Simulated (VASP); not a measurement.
Here is a VASP 6.6.1 calculation.

INCAR

```
SYSTEM = TiC
  PREC = Accurate
  ENCUT = 520
  EDIFF = 1E-6
  ISMEAR = -1
  SIGMA = 0.05
  LREAL = .False.
  LASPH = .True.
  NELM = 100
  ALGO = Normal
  ISIF = 2
  LWAVE = .False.
  LCHARG = .False.
  GGA = PE
  NBANDS = 15
```

KPOINTS

```
Automatic mesh
0
Gamma
  18 18 18
  0 0 0
```

Contents of POSCAR:

```
TiC
1.0
    0.0000000000      2.1640000000      2.1423600000
    2.1640000000      0.0000000000      2.1423600000
    2.1640000000      2.1640000000      0.0000000000
Ti C
1 1
Direct
    0.0000000000      0.0000000000      0.0000000000
    0.5000000000      0.5000000000      0.5000000000
```

Potentials or basis: VASP PAW PBE potentials, release 64 (Ti_sv, C).

The run is started by

```sh
$ cat potpaw_PBE.64/Ti_sv/POTCAR potpaw_PBE.64/C/POTCAR > POTCAR
$ mpirun -np 1 vasp_std > vasp.out
```

Q: Predict the pressure.

A: 3.7 GPa.

Q: Predict the band gap on the k mesh.

A: Zero (band 8 reaches 10.31 eV, above the bottom of band 9 at 9.08 eV).

Stress tensor (GPa, compression positive):
```
2.32 0.00 0.00
0.00 2.32 0.00
0.00 0.00 6.58
```

Caveat: the cell differs from its parent crystal (z stretched by -1 %, then relaxed in part).
